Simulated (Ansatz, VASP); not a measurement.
One calculation of W, two programs

```
W
1.0
     2.84221    0.00000    0.00000
    -1.42110    2.46142    0.00000
     0.00000    0.00000    5.04406
W
2
Direct
  0.33333 0.66667 0.25000
  0.66667 0.33333 0.75000
```

Alike in both runs: task single point; functional LDA; k mesh 15 × 15 × 8; occupations fermi-dirac, width 0.1 eV; no spin polarisation.

|  | VASP | Ansatz |
| --- | --- | --- |
| version | VASP 6.6.1 | Ansatz 0.2.0 |
| potentials or method | VASP PAW LDA potentials, release 64 (W_sv), cutoff 520 eV | plane waves (420 eV) with PAW, scalar-relativistic |
| valence electrons in the cell | 28 | 28 |

|  | VASP | Ansatz | Ansatz less VASP |
| --- | --- | --- | --- |
| pressure (GPa) | -26.8 | -27.9 | -1.08 |
| traceless stress, the component that is largest in VASP (GPa) | 3.07 | 3.31 | +0.245 |

Ansatz warns that its potentials were made for another functional, while VASP's fit it. LDA's correlation is that of Perdew and Zunger in VASP and of Perdew and Wang (1992) in Ansatz.

Neither program's run includes spin-orbit coupling.
